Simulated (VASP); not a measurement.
Wanted: the native input for a VASP 6.6.1 run.

| Item | Value |
| --- | --- |
| Task | single point |
| Functional | LDA |
| Potentials or basis | VASP PAW LDA potentials, release 64 (C) |
| Cutoff | 520 eV |
| k mesh | 23 × 23 × 13 |
| Occupations | gaussian, width 0.1 eV |
| Spin | no spin polarisation |
| Dipole correction | no |
| Further INCAR settings | ALGO = Normal; EDIFF = 1e-07; NBANDS = 11 |

The structure of C lies in POSCAR:

```
C
1.0
    1.6803763570      0.0000000000      0.0000000000
   -0.8401881785      1.4552486131      0.0000000000
    0.0000000000      0.0000000000      5.7182238974
C
2
Direct
    0.3333333333      0.6666666667      0.2500000000
    0.6666666667      0.3333333333      0.7500000000
```

These files were run (other wordings do the same):

INCAR

```
SYSTEM = C
ALGO     = Normal         ! electronic algorithm
EDIFF    = 1E-7           ! SCF threshold, eV
ENCUT    = 520            ! plane-wave cutoff, eV
GGA      = CA             ! functional
ISIF     = 2              ! what is computed and relaxed
ISMEAR   = 0              ! smearing method
LASPH    = .True.         ! aspherical terms in the spheres
LCHARG   = .True.         ! write CHGCAR
LELF     = .True.         ! ELF
LREAL    = .False.        ! projectors in reciprocal space
LVHAR    = .True.       
LWAVE    = .False.        ! write WAVECAR
NBANDS   = 11             ! bands
NELM     = 80             ! most SCF steps
PREC     = Accurate       ! precision mode
SIGMA    = 0.1            ! smearing width, eV
```

KPOINTS

```
k-points
0
Gamma
  23 23 13
  0 0 0
```

Potentials or basis: VASP PAW LDA potentials, release 64 (C).

Launch:

```console
$ cat potpaw_LDA.64/C/POTCAR > POTCAR
$ mpirun -np 1 vasp_std > vasp.out
```

It gave:

* Pressure: 5.4 GPa
* Band gap on the k mesh: zero (band 4 reaches 9.31 eV, above the bottom of band 5 at 7.39 eV)

It took 36 s on 1 thread of Intel(R) Xeon(R) Platinum 8488C (Sapphire Rapids), on a shared host, peak memory 0.14 GiB.
